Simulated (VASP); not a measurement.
Write the native input for VASP 6.6.1 that does the following.

| Property | Result |
| --- | --- |
| Task | single point |
| Functional | PBEsol |
| Potentials or basis | VASP PAW PBE potentials, release 64 (Al, Ru_pv) |
| Cutoff | 520 eV |
| k mesh | 12 × 12 × 4 |
| Occupations | gaussian, width 0.1 eV |
| Spin | no spin polarisation |
| Dipole correction | no |
| Further INCAR settings | ALGO = Fast; EDIFF = 1e-06; NBANDS = 48 |

The structure of Al3Ru2 lies in POSCAR:

```
Al3Ru2
1.0
    2.9350614723      0.0000000000      0.0000000000
    0.0000000000      2.9350614723      0.0000000000
    0.0000000000      0.0000000000     13.6103397728
Al Ru
6 4
Direct
    0.0000000000      0.0000000000      0.0000000000
    0.5000000000      0.5000000000      0.3037517432
    0.0000000000      0.0000000000      0.1962482568
    0.5000000000      0.5000000000      0.5000000000
    0.0000000000      0.0000000000      0.8037517432
    0.5000000000      0.5000000000      0.6962482568
    0.5000000000      0.5000000000      0.1053210142
    0.0000000000      0.0000000000      0.3946789858
    0.0000000000      0.0000000000      0.6053210142
    0.5000000000      0.5000000000      0.8946789858
```

This cell differs from its parent crystal: equal strain along all axes, cell held: -4.5 %, then relaxed in part.

The input as run:

INCAR

```
SYSTEM = Al3Ru2
PREC = Accurate
ENCUT = 520
EDIFF = 1E-6
ISMEAR = 0
SIGMA = 0.1
LREAL = .FALSE.
LASPH = .TRUE.
NELM = 100
ALGO = Fast
ISIF = 2
LWAVE = .FALSE.
LCHARG = .TRUE.
GGA = PS
LELF = .TRUE.
LVHAR = .TRUE.
NBANDS = 48
```

KPOINTS

```
Automatic mesh
0
G
  12 12 4
  0 0 0
```

Potentials or basis: VASP PAW PBE potentials, release 64 (Al, Ru_pv).

The run is started by

```sh
$ cat potpaw_PBE.64/Al/POTCAR potpaw_PBE.64/Ru_pv/POTCAR > POTCAR
$ mpirun -np 1 vasp_std > vasp.out
```

Results of the run:

* Pressure: 35.9 GPa
* Largest force: 0.015 eV/Å
* Band gap on the k mesh: zero (band 37 reaches 13.94 eV, above the bottom of band 38 at 11.71 eV)

Caveat: the cell differs from its parent crystal (equal strain along all axes, cell held: -4.5 %, then relaxed in part); the PAW data sets were made with another functional, which shifts forces and pressure a little.

It took 8.1 min on 1 thread of Intel(R) Xeon(R) Platinum 8375C CPU @ 2.90GHz (Ice Lake), on a shared host, peak memory 0.48 GiB.
